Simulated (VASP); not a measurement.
Write the native input for VASP 6.6.1 that does the following.

```
Task                   : single point
Functional             : PBEsol
Potentials or basis    : VASP PAW PBE potentials, release 64 (Al, N)
Cutoff                 : 520 eV
k mesh                 : 9 × 9 × 6
Occupations            : gaussian, width 0.05 eV
Spin                   : no spin polarisation
Dipole correction      : no
Further INCAR settings : ALGO = Normal; EDIFF = 1e-06; NBANDS = 16
```

The structure of AlN lies in POSCAR:

```
AlN
1.0
    3.1576671839      0.0000000000      0.0000000000
   -1.5788335919      2.7346199979      0.0000000000
    0.0000000000      0.0000000000      5.0526700000
Al N
2 2
Direct
    0.3333333333      0.6666666667      0.0000000000
    0.6666666667      0.3333333333      0.5000000000
    0.3333333333      0.6666666667      0.3850000000
    0.6666666667      0.3333333333      0.8850000000
```

This cell differs from its parent crystal: strain +0.015 along x and y, +0.015 along z.

These files were run (other wordings do the same):

INCAR

```
ALGO = Normal
EDIFF = 1E-6
ENCUT = 520
GGA = PS
ISIF = 2
ISMEAR = 0
LASPH = T
LCHARG = F
LREAL = F
LWAVE = F
NBANDS = 16
NELM = 80
PREC = Accurate
SIGMA = 0.05
```

KPOINTS

```
k-points
0
Gamma
  9 9 6
```

Potentials or basis: VASP PAW PBE potentials, release 64 (Al, N).

Command:

```sh
$ cat potpaw_PBE.64/Al/POTCAR potpaw_PBE.64/N/POTCAR > POTCAR
$ mpirun -np 1 vasp_std > vasp.out
```

It gave:

```yaml
Pressure: -7.8 GPa
Largest_force: 0.175 eV/Å
Band_gap_on_the_k_mesh: 3.71 eV, direct
```

Caveat: the cell differs from its parent crystal (strain +0.015 along x and y, +0.015 along z); the PAW data sets were made with another functional, which shifts forces and pressure a little.

Wall time 53 s on 1 thread of AMD EPYC 7R13 Processor (Zen 3), with other jobs on the host, peak memory 0.13 GiB.
